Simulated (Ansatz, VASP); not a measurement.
**One calculation of C, two programs**

The input INCAR:

```
PREC = Accurate
ENCUT = 600
EDIFF = 1E-7
ISMEAR = 0
SIGMA = 0.1
LREAL = F
LASPH = T
NELM = 100
ALGO = Normal
ISIF = 3
LWAVE = F
LCHARG = F
IBRION = 2
NSW = 100
EDIFFG = -0.05
```

Contents of KPOINTS:

```
regular mesh
0
Gamma
  10 10 10
```

POSCAR

```
C
1.0
    0.0000000000      1.7833700000      1.7833700000
    1.7833700000      0.0000000000      1.7833700000
    1.7833700000      1.7833700000      0.0000000000
C
2
Direct
    0.5000000000      0.5000000000      0.5000000000
    0.7500000000      0.7500000000      0.7500000000
```

Input for Ansatz:

```yaml
crystal:
  lattice:
    - [0.0, 1.78337, 1.78337]
    - [1.78337, 0.0, 1.78337]
    - [1.78337, 1.78337, 0.0]
  atoms:
    - { symbol: C, position: [0.5, 0.5, 0.5] }
    - { symbol: C, position: [0.75, 0.75, 0.75] }
basis:
  ecutwfc: 420
kpoints:
  mp_grid: { grid: [10, 10, 10] }
hamiltonian:
  xc: lda
scf:
  occupations: { method: gaussian, width: 0.1 }
output:
  forces: true
  stress: true
  eigenvalues: true
relax:
  adjacent_minimum: "off"
  f_tol: 0.05
  max_steps: 80
  cell: { stress_tol: 0.5 }
```

Alike in both runs: task relaxation of cell and atoms; functional LDA; k mesh 10 × 10 × 10; occupations gaussian, width 0.1 eV; no spin polarisation.

```csv
,VASP,Ansatz
version,VASP 6.6.1,Ansatz 0.2.0
potentials or method,"VASP PAW LDA potentials, release 64 (C), cutoff 600 eV","scalar-relativistic, plane waves, PAW"
valence electrons in the cell,8,8
```

|  | VASP | Ansatz | Ansatz less VASP |
| --- | --- | --- | --- |
| gap on the k mesh at the Fermi level, each at its own relaxed structure (eV) | 4.20 | 4.21 | +0.007 |
| relaxed volume (Å³/atom) | 5.52 | 5.51 | -0.009 |
| relaxed cell length with the largest relative difference (Å) | 2.499 | 2.498 | -0.0013 |

LDA's correlation is that of Perdew and Zunger in VASP and of Perdew and Wang (1992) in Ansatz.
